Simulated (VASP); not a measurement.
# Sn4O7 (a cell with a defect) in VASP: notebook

Runs on Sn4O7 (a cell with a defect). Level: LDA. Tasks: single point.

All numbers are computed with VASP 6.6.1; they aren't measurements. Logs are shortened: lines on timing, memory, paths and dates and some standing lists are left out, and cuts for length are marked.

**1. The cell of the first run**

The cell holds a defect, 11 atoms: a = 5.614 Å, b = 5.614 Å, c = 5.811 Å, α = 90.00°, β = 118.88°, γ = 90.00°.

**2. Single point, LDA**

Contents of INCAR:

```
SYSTEM = Sn4O7
ALGO = Normal ; EDIFF = 1E-6
ENCUT = 520 ; ISIF = 2
ISMEAR = 0 ; LASPH = .True.
LCHARG = .False. ; LREAL = .False.
LWAVE = .False. ; NBANDS = 60
NELECT = 96.0 ; NELM = 100
PREC = Accurate ; SIGMA = 0.05
```

Contents of KPOINTS:

```
k-points
0
Gamma
  6 4 6
  0 0 0
```

Contents of POSCAR:

```
Sn4O7
1.0
    3.9697699592     -3.9697699592      0.0000000000
    3.9697699592      3.9697699592      0.0000000000
   -1.9848849796      1.9848849796      5.0882634188
Sn O
4 7
Direct
    1.0000000000      0.2500000000      0.5000000000
    0.5000000000      0.7500000000      0.5000000000
    0.5000000000      0.5000000000      0.0000000000
    0.0000000000      0.0000000000      0.0000000000
    0.7970126936      0.0000000000      0.5940253873
    0.2805573118      0.2555225205      1.0500695826
    0.7029873064      0.7500000000      0.9059746127
    0.7029873064      0.5000000000      0.4059746127
    0.2029873064      0.0000000000      0.4059746127
    0.7970126936      0.2500000000      0.0940253873
    0.2970126936      0.7500000000      0.0940253873
```

Potentials or basis: VASP PAW LDA potentials, release 64 (Sn_d, O).

Launch:

```console
> cat potpaw_LDA.64/Sn_d/POTCAR potpaw_LDA.64/O/POTCAR > POTCAR
> mpirun -np 1 vasp_std > vasp.out
```

OUTCAR:

```text
SYSTEM = Sn4O7
   EDIFF = 1E-6
   ENCUT = 520
   ISIF = 2
   ISMEAR = 0
   LASPH = .True.
   LREAL = .False.
   NELECT = 96.0
   NELM = 100
   PREC = Accurate

 ion  position               nearest neighbor table
   1  0.000  0.250  0.500-   8 2.04   5 2.04   9 2.04  10 2.07   6 2.80   3 3.23   3 3.23   4 3.23
                             4 3.23
   2  0.500  0.750  0.500-   5 2.04   9 2.04   8 2.04   7 2.07  11 2.07   4 3.23   4 3.23   3 3.23
                             3 3.23
   3  0.500  0.500  0.000-   6 1.96  10 2.04   7 2.04  11 2.04   8 2.07   1 3.23   1 3.23   2 3.23
                             2 3.23
   4  0.000  0.000  0.000-   7 2.04  11 2.04  10 2.04   6 2.04   5 2.07   9 2.07   2 3.23   2 3.23
                             1 3.23   1 3.23
   5  0.797  0.000  0.594-   2 2.04   1 2.04   4 2.07
   6  0.281  0.256  0.050-   3 1.96   4 2.04   1 2.80
   7  0.703  0.750  0.906-   4 2.04   3 2.04   2 2.07
   8  0.703  0.500  0.406-   1 2.04   2 2.04   3 2.07
   9  0.203  0.000  0.406-   2 2.04   1 2.04   4 2.07
  10  0.797  0.250  0.094-   3 2.04   4 2.04   1 2.07
  11  0.297  0.750  0.094-   4 2.04   3 2.04   2 2.07

  LATTYP: Found a base centered orthorhombic cell.
 ALAT       =     5.6141025158
 B/A-ratio  =     1.8126720716
 C/A-ratio  =     1.0000000000

  Lattice vectors:

 A1 = (  -1.9848849796,   1.9848849796,  -5.0882634188)
 A2 = (  -1.9848849796,   1.9848849796,   5.0882634188)
 A3 = (   3.9697699592,   3.9697699592,   0.0000000000)

Analysis of symmetry for initial positions (statically):
=====================================================================
 Subroutine PRICEL returns:
 Original cell was already a primitive cell.

 Routine SETGRP: Setting up the symmetry group for a
 base centered orthorhombic supercell.

 Subroutine GETGRP returns: Found  1 space group operations
 (whereof  1 operations were pure point group operations)
 out of a pool of  8 trial point group operations.

The static configuration has the point symmetry C_1 .

Analysis of symmetry for dynamics (positions and initial velocities):
=====================================================================
 Subroutine PRICEL returns:
 Original cell was already a primitive cell.

 Routine SETGRP: Setting up the symmetry group for a
 base centered orthorhombic supercell.

 Subroutine GETGRP returns: Found  1 space group operations
 (whereof  1 operations were pure point group operations)
 out of a pool of  8 trial point group operations.

The dynamic configuration has the point symmetry C_1 .

 Subroutine INISYM returns: Found  1 space group operations
 (whereof  1 operations are pure point group operations),
 and found     1 'primitive' translations

----------------------------------------------------------------------------------------

                                     Primitive cell

  volume of cell :     160.3726

  direct lattice vectors                    reciprocal lattice vectors
     3.969769959 -3.969769959  0.000000000     0.125951883 -0.125951883  0.098265353
     3.969769959  3.969769959  0.000000000     0.125951883  0.125951883  0.000000000
    -1.984884980  1.984884980  5.088263419     0.000000000  0.000000000  0.196530706

  length of vectors
     5.614102516  5.614102516  5.811192768     0.203430167  0.178122861  0.196530706

  position of ions in fractional coordinates (direct lattice)
     0.000000000  0.250000000  0.500000000
     0.500000000  0.750000000  0.500000000
     0.500000000  0.500000000  0.000000000
     0.000000000  0.000000000  0.000000000
     0.797012694  0.000000000  0.594025387
     0.280557312  0.255522521  0.050069583
     0.702987306  0.750000000  0.905974613
     0.702987306  0.500000000  0.405974613
     0.202987306  0.000000000  0.405974613
     0.797012694  0.250000000  0.094025387
     0.297012694  0.750000000  0.094025387

  ion indices of the primitive-cell ions
   primitive index   ion index
                 1           1
                 2           2
                 3           3
                 4           4
[... 47 lines left out ...]
   GGA     = CA    functional components
   LHFCALC =     F    Hartree Fock is set to
   AEXX    =    0.0000 exact exchange contribution
   IVDW    =     0    specifies the selected vdW correction
   LEPSILON=     F    determine dielectric tensor
   LRPA    =     F    only Hartree local field effects (RPA)
 non-spin polarized calculation
 Gauss-broadening in eV      SIGMA  =   0.05
  energy-cutoff  :      520.00
  volume of cell :      160.37
 maximum number of plane-waves:      4352
 NGX is ok and might be reduce to    42
   NGX = 21   NGY = 21   NGZ = 21

 number of electron      96.0000006 magnetization

 Free energy of the ion-electron system (eV)
  ---------------------------------------------------
  ext. energy  EPLUGINS =         0.00000000
  ---------------------------------------------------
  free energy    TOTEN  =       -82.04608835 eV

  energy without entropy =      -82.04392102  energy(sigma->0) =      -82.04500468

 E-fermi :   3.9917     XC(G=0): -10.5181

 val. band max:        3.9453414753   @ k =   0.1667   0.0000   0.3333
 cond. band min:       3.9963239372   @ k =   0.0000   0.0000   0.3333
 fundamental gap:      0.0509824619
 Fermi energy:         3.9916742424

 k-point     1 :       0.0000    0.0000    0.0000
  band No.  band energies     occupation
      1     -16.8661      2.00000
      2     -16.6999      2.00000
      3     -16.6470      2.00000
      4     -16.4311      2.00000
      5     -16.3767      2.00000
      6     -16.2332      2.00000
[... 52 lines left out ...]
     59      13.2519      0.00000
     60      13.5087      0.00000

 k-point     2 :       0.1667    0.0000    0.0000
  band No.  band energies     occupation
      1     -16.8508      2.00000
      2     -16.6983      2.00000
      3     -16.6293      2.00000
      4     -16.4340      2.00000
      5     -16.4222      2.00000
      6     -16.2251      2.00000
[... 1375 lines left out ...]
     59      13.3588      0.00000
     60      13.8881      0.00000

 k-point    24 :       0.5000    0.5000    0.0000
  band No.  band energies     occupation
      1     -16.8552      2.00000
      2     -16.7495      2.00000
      3     -16.5994      2.00000
      4     -16.5041      2.00000
      5     -16.3628      2.00000
      6     -16.2548      2.00000
[... 52 lines left out ...]
     59      13.8407      0.00000
     60      13.9722      0.00000

 [... further k-points ...]
[... 5 lines left out ...]
  --------------------------------------------------------------------------------------
  -------------------------------------------------------------------------------------
  Total      -20.9492044    -24.3013286    -23.7444295      0.1088462     -0.0746663     -1.4937468
  in kB     -209.2896984   -242.7785632   -237.2149513      1.0874104     -0.7459417    -14.9230404
  external PRESSURE =    -229.7610710 kB  Pullay stress =       0.0000000 kB

 VOLUME and BASIS-vectors are now :
 -----------------------------------------------------------------------------
  energy-cutoff  :      520.00
  volume of cell :      160.37
      direct lattice vectors                 reciprocal lattice vectors
     3.969769959 -3.969769959  0.000000000     0.125951883 -0.125951883  0.098265353
     3.969769959  3.969769959  0.000000000     0.125951883  0.125951883  0.000000000
    -1.984884980  1.984884980  5.088263419     0.000000000  0.000000000  0.196530706

 POSITION                                       TOTAL-FORCE (eV/Angst)
 -----------------------------------------------------------------------------------
      0.00000      1.98488      2.54413        -2.387474      0.165142     -0.756497
      3.96977      1.98488      2.54413         2.590334     -0.085279     -0.377252
      3.96977      0.00000      0.00000         0.683796     -0.119023      2.040962
      0.00000      0.00000      0.00000         0.453470      0.112321     -0.493801
      1.98488     -1.98488      3.02256         1.115837     -0.031642      0.897458
      2.02873      0.00000      0.25477        -0.419263      0.035905     -2.304255
      3.96977      1.98488      4.60984        -2.240868      0.025028     -1.324921
      3.96977     -0.00000      2.06571         0.414102     -0.146107      1.034857
      0.00000     -0.00000      2.06571        -0.246181      0.025262      0.960774
      3.96977     -1.98488      0.47843         0.187202     -0.051336      0.115646
      3.96977      1.98488      0.47843        -0.150955      0.069729      0.207029
 -----------------------------------------------------------------------------------
    total drift:                                0.000303     -0.000078     -0.000154

  FREE ENERGIE OF THE ION-ELECTRON SYSTEM (eV)
  ---------------------------------------------------
  free  energy   TOTEN  =       -82.0460883467 eV

  energy  without entropy=      -82.0439210158  energy(sigma->0) =      -82.04500468
```

It took 7.9 min on 1 thread of Intel Xeon Platinum 8559C (Emerald Rapids), shared host; peak memory 0.58 GiB.

Results:

* Free energy: -82.0461 eV
* Largest force: 2.619 eV/Å

Forces on the atoms (eV/Å):
```
Sn  -2.387  0.165 -0.756
Sn   2.590 -0.085 -0.377
Sn   0.684 -0.119  2.041
Sn   0.453  0.112 -0.494
O    1.116 -0.032  0.897
O   -0.419  0.036 -2.304
O   -2.241  0.025 -1.325
O    0.414 -0.146  1.035
O   -0.246  0.025  0.961
O    0.187 -0.051  0.116
O   -0.151  0.070  0.207
```

Levels at points of the mesh, in eV from the Fermi level:
| k point | band 46 | band 47 | band 48 | band 49 | band 50 | band 51 |
| --- | --- | --- | --- | --- | --- | --- |
| (0.00, 0.00, 0.00) | -0.75 | -0.71 | -0.47 | 0.06 | 2.86 | 3.56 |
| (0.50, 0.00, 0.00) | -0.89 | -0.55 | -0.24 | 0.48 | 2.00 | 3.55 |
| (0.50, 0.00, 0.50) | -0.78 | -0.57 | -0.24 | 0.47 | 2.20 | 3.26 |
| (0.00, 0.50, 0.00) | -0.91 | -0.63 | -0.22 | 0.53 | 1.84 | 3.64 |
| (0.50, 0.50, 0.00) | -0.94 | -0.87 | -0.79 | 0.79 | 2.02 | 4.05 |
| (0.50, 0.50, 0.50) | -0.99 | -0.89 | -0.80 | 0.65 | 2.18 | 3.80 |
| (0.00, 0.00, 0.50) | -0.72 | -0.54 | 0.01 | 0.62 | 2.08 | 3.02 |
| (0.00, 0.50, 0.50) | -0.79 | -0.62 | -0.21 | 0.44 | 2.35 | 3.14 |

Caveat: the cell carries a net charge on a neutralising background, which shifts energy and pressure; the cell differs from its parent crystal (atoms taken out, atom 6 moved -0.167 of the way to it and +0.600 Å across, host rigid); the cell is charged against a uniform background, so pressure and absolute levels hang on convention; spin-orbit coupling is left out, which moves the levels of the heavy elements.

**3. Single point, LDA**

Contents of INCAR:

```
SYSTEM = Sn4O7
  PREC = Accurate
  ENCUT = 520
  EDIFF = 1E-7
  ISMEAR = 0
  SIGMA = 0.05
  LREAL = .False.
  LASPH = .True.
  NELM = 80
  ALGO = Normal
  ISIF = 2
  LWAVE = .False.
  LCHARG = .False.
  GGA = CA
  NBANDS = 60
  NELECT = 96.0
```

Contents of KPOINTS:

```
Automatic mesh
0
Gamma
  6 4 6
  0 0 0
```

Changes to POSCAR since step 2:

```diff
@@ -13,3 +13,3 @@
     0.7970126936      0.0000000000      0.5940253873
-    0.2805573118      0.2555225205      1.0500695826
+    0.2033779813      0.3514012398      0.7039534830
     0.7029873064      0.7500000000      0.9059746127
```

Potentials or basis: VASP PAW LDA potentials, release 64 (Sn_d, O).

Launch:

```console
> cat potpaw_LDA.64/Sn_d/POTCAR potpaw_LDA.64/O/POTCAR > POTCAR
> mpirun -np 1 vasp_std > vasp.out
```

It took 20 min on 1 thread of Oxide Virtual Turin-like, shared host; peak memory 0.54 GiB.

Results (log left out):

```
Free energy   : -72.0107 eV
Largest force : 63.610 eV/Å
```

Forces on the atoms (eV/Å):
```
Sn  -38.940   0.016 -50.297
Sn    2.265  -0.034  -0.229
Sn    2.021   0.025   2.341
Sn   -2.037  -0.005   0.067
O     1.073  -0.008   1.254
O    38.393   0.000  49.750
O    -2.071   0.003  -1.219
O    -0.702   1.372  -0.574
O    -0.188  -1.321  -0.556
O     0.242  -0.170  -0.193
O    -0.055   0.122  -0.344
```

Levels at points of the mesh, in eV from the Fermi level:
| k point | band 46 | band 47 | band 48 | band 49 | band 50 | band 51 |
| --- | --- | --- | --- | --- | --- | --- |
| (0.00, 0.00, 0.00) | -0.55 | -0.49 | -0.30 | 0.56 | 3.29 | 5.18 |
| (0.50, 0.00, 0.00) | -0.70 | -0.60 | -0.30 | 2.24 | 2.86 | 4.40 |
| (0.50, 0.00, 0.50) | -0.86 | -0.51 | -0.40 | 2.54 | 2.91 | 4.08 |
| (0.00, 0.50, 0.00) | -0.86 | -0.65 | -0.33 | 2.31 | 2.57 | 4.50 |
| (0.50, 0.50, 0.00) | -0.83 | -0.78 | -0.49 | 2.58 | 2.98 | 4.69 |
| (0.50, 0.50, 0.50) | -0.84 | -0.78 | -0.50 | 2.38 | 3.56 | 4.00 |
| (0.00, 0.00, 0.50) | -0.63 | -0.45 | -0.29 | 2.53 | 2.83 | 4.88 |
| (0.00, 0.50, 0.50) | -0.69 | -0.51 | -0.37 | 2.57 | 3.13 | 4.09 |

Caveat: the cell carries a net charge on a neutralising background, which shifts energy and pressure; the cell differs from its parent crystal (atoms taken out, atom 6 moved 0.500 of the way to it and -0.300 Å across, host rigid); the cell is charged against a uniform background, so pressure and absolute levels hang on convention; atoms lie so close that the PAW spheres overlap strongly, which falsifies energies and pressures; spin-orbit coupling is left out, which moves the levels of the heavy elements.

**4. Single point, LDA**

Contents of INCAR:

```
SYSTEM = Sn4O7
PREC = Accurate ; ENCUT = 520
EDIFF = 1E-7 ; ISMEAR = 0
SIGMA = 0.05 ; LREAL = .False.
LASPH = .True. ; NELM = 80
ALGO = Normal ; ISIF = 2
LWAVE = .False. ; LCHARG = .True.
GGA = CA ; LELF = .True.
LVHAR = .True. ; NBANDS = 60
NELECT = 96.0
```

KPOINTS is that of step 3.

Changes to POSCAR since step 3:

```diff
@@ -13,3 +13,3 @@
     0.7970126936      0.0000000000      0.5940253873
-    0.2033779813      0.3514012398      0.7039534830
+    0.2339352930      0.2319237602      1.0040230656
     0.7029873064      0.7500000000      0.9059746127
```

Launch:

```console
> cat potpaw_LDA.64/Sn_d/POTCAR potpaw_LDA.64/O/POTCAR > POTCAR
> mpirun -np 1 vasp_std > vasp.out
```

Wall time 13 min (1 thread of Oxide Virtual Turin-like, shared host); peak memory 0.54 GiB.

It converged, with:

```yaml
Free_energy: -82.0847 eV
Largest_force: 6.509 eV/Å
```

Forces in eV/Å, atoms in the order of the input:
```
Sn  -2.842  0.120 -0.082
Sn   2.865 -0.074 -0.265
Sn  -0.898 -0.127  2.508
Sn  -3.116  0.114 -0.828
O    0.582 -0.024  0.443
O    6.092  0.039 -2.291
O   -2.237  0.016 -1.302
O    0.207 -0.118  0.684
O   -0.238  0.058  0.888
O   -0.018  0.489  0.076
O   -0.397 -0.493  0.169
```

Levels at points of the mesh, in eV from the Fermi level:
```tsv
k point	band 44	band 45	band 46	band 47	band 48	band 49	band 50	band 51	band 52	band 53
(0.00, 0.00, 0.00)	-0.88	-0.82	-0.64	-0.59	-0.23	0.02	3.22	3.48	4.60	6.66
(0.50, 0.00, 0.00)	-1.24	-0.97	-0.70	-0.32	-0.26	0.58	2.24	3.46	5.62	6.54
(0.50, 0.00, 0.50)	-1.11	-0.86	-0.65	-0.42	-0.19	0.59	2.49	3.25	5.64	6.61
(0.00, 0.50, 0.00)	-1.13	-1.00	-0.81	-0.43	-0.18	0.67	2.10	3.54	5.61	6.72
(0.50, 0.50, 0.00)	-1.10	-0.94	-0.88	-0.68	-0.56	1.01	2.20	3.94	5.86	6.30
(0.50, 0.50, 0.50)	-1.04	-0.94	-0.87	-0.74	-0.58	0.90	2.40	3.82	5.73	6.29
(0.00, 0.00, 0.50)	-1.04	-0.90	-0.59	-0.26	-0.02	0.87	2.05	3.35	5.29	6.37
(0.00, 0.50, 0.50)	-1.03	-0.79	-0.68	-0.34	-0.18	0.53	2.64	3.11	5.71	6.69
```

Caveat: the cell carries a net charge on a neutralising background, which shifts energy and pressure; the cell differs from its parent crystal (atoms taken out, atom 6 moved -0.167 of the way to it and +0.300 Å across, host rigid); the cell is charged against a uniform background, so pressure and absolute levels hang on convention; spin-orbit coupling is left out, which moves the levels of the heavy elements.

**5. Single point, LDA**

Contents of INCAR:

```
SYSTEM = Sn4O7
PREC     = Accurate       ! precision mode
ENCUT    = 520            ! plane-wave cutoff, eV
EDIFF    = 1E-7           ! SCF threshold, eV
ISMEAR   = 0              ! smearing method
SIGMA    = 0.05           ! smearing width, eV
LREAL    = .False.        ! projectors in reciprocal space
LASPH    = .True.         ! aspherical terms in the spheres
NELM     = 100            ! most SCF steps
ALGO     = Normal         ! electronic algorithm
ISIF     = 2              ! what is computed and relaxed
LWAVE    = .False.        ! write WAVECAR
LCHARG   = .False.        ! write CHGCAR
GGA      = CA             ! functional
NELECT   = 96.0         
NBANDS   = 60             ! bands
```

Contents of KPOINTS:

```
regular mesh
0
Gamma
  6 4 6
  0 0 0
```

Changes to POSCAR since step 4:

```diff
@@ -13,3 +13,3 @@
     0.7970126936      0.0000000000      0.5940253873
-    0.2339352930      0.2319237602      1.0040230656
+    0.0940692368      0.1611274795      0.8658835147
     0.7029873064      0.7500000000      0.9059746127
```

Launch:

```console
> cat potpaw_LDA.64/Sn_d/POTCAR potpaw_LDA.64/O/POTCAR > POTCAR
> mpirun -np 1 vasp_std > vasp.out
```

It took 24 min on 1 thread of Oxide Virtual Turin-like, shared host; peak memory 0.54 GiB.

Results (log left out):

| Item | Value |
| --- | --- |
| Free energy | -74.3278 eV |
| Largest force | 37.207 eV/Å |

Forces on the atoms (eV/Å):
```
Sn   -1.863   0.014  -1.240
Sn    2.244  -0.020   0.075
Sn    0.241  -0.125   1.531
Sn  -30.015   0.118  16.189
O    -2.705   0.014  -3.840
O    34.749  -0.031 -13.300
O    -1.706   0.017  -1.039
O    -0.044  -0.091   0.397
O    -0.015   0.099   0.639
O    -0.209   0.974   0.220
O    -0.677  -0.968   0.369
```

Levels at points of the mesh, in eV from the Fermi level:
| k point | band 45 | band 46 | band 47 | band 48 | band 49 | band 50 | band 51 | band 52 |
| --- | --- | --- | --- | --- | --- | --- | --- | --- |
| (0.00, 0.00, 0.00) | -1.02 | -0.91 | -0.71 | -0.44 | 0.01 | 2.80 | 3.56 | 4.93 |
| (0.50, 0.00, 0.00) | -1.18 | -0.84 | -0.56 | -0.22 | 0.42 | 2.24 | 2.76 | 5.63 |
| (0.50, 0.00, 0.50) | -1.22 | -0.82 | -0.49 | -0.15 | 0.21 | 2.32 | 3.07 | 5.73 |
| (0.00, 0.50, 0.00) | -1.30 | -0.94 | -0.51 | -0.27 | 0.44 | 2.21 | 2.93 | 5.74 |
| (0.50, 0.50, 0.00) | -1.22 | -1.07 | -0.75 | -0.06 | 0.73 | 1.91 | 3.10 | 5.87 |
| (0.50, 0.50, 0.50) | -1.14 | -1.10 | -0.75 | -0.28 | 0.62 | 2.38 | 3.26 | 5.83 |
| (0.00, 0.00, 0.50) | -1.08 | -0.81 | -0.42 | -0.37 | 0.67 | 1.83 | 3.53 | 5.48 |
| (0.00, 0.50, 0.50) | -0.97 | -0.89 | -0.55 | -0.06 | 0.20 | 2.24 | 2.95 | 5.64 |

Caveat: the cell carries a net charge on a neutralising background, which shifts energy and pressure; the cell differs from its parent crystal (atoms taken out, atom 6 moved -0.167 of the way to it and -0.600 Å across, host rigid); the cell is charged against a uniform background, so pressure and absolute levels hang on convention; spin-orbit coupling is left out, which moves the levels of the heavy elements.
